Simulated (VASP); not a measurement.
A run of VASP 6.6.1 is set up as follows.

File INCAR:

```
SYSTEM = WSe2
PREC = Accurate
ENCUT = 520
EDIFF = 1E-6
ISMEAR = 0
SIGMA = 0.05
LREAL = .False.
LASPH = .True.
NELM = 60
ALGO = Normal
ISIF = 2
LWAVE = .False.
LCHARG = .False.
LDIPOL = .True.
IDIPOL = 3
DIPOL = 0.5 0.5 0.399
GGA = PE
IVDW = 12
NBANDS = 35
```

The input KPOINTS:

```
Automatic mesh
0
Gamma
  9 9 1
  0 0 0
```

POSCAR

```
WSe2
1.0
    3.2854929709      0.0000000000      0.0000000000
   -1.6427464855      2.8453203767      0.0000000000
    0.0000000000      0.0000000000     24.2386466774
Se W
4 2
Direct
    0.3333333333      0.6666666667      0.1856539294
    0.3333333333      0.6666666667      0.3246601777
    0.3333333333      0.6666666667      0.4735958856
    0.3333333333      0.6666666667      0.6126021339
    0.6666666667      0.3333333333      0.2551570536
    0.6666666667      0.3333333333      0.5430990097
```

Potentials or basis: VASP PAW PBE potentials, release 64 (Se, W_sv).

Launch:

```bash
$ cat potpaw_PBE.64/Se/POTCAR potpaw_PBE.64/W_sv/POTCAR > POTCAR
$ mpirun -np 1 vasp_std > vasp.out
```

Problem. What does it give for the dispersion energy per atom?

Solution. -0.384 eV.

Problem. What does it give for the band gap on the k mesh?

Solution. 1.52 eV, indirect (least direct gap 1.64 eV).

Problem. Predict the largest force.

Solution. 0.041 eV/Å.

Forces in eV/Å, atoms in the order of the input:
```
Se   0.000  0.000 -0.041
Se   0.000  0.000  0.010
Se   0.000  0.000 -0.010
Se   0.000  0.000  0.041
W    0.000  0.000  0.011
W    0.000  0.000 -0.011
```

Caveat: spin-orbit coupling is left out, which moves the levels of the heavy elements.
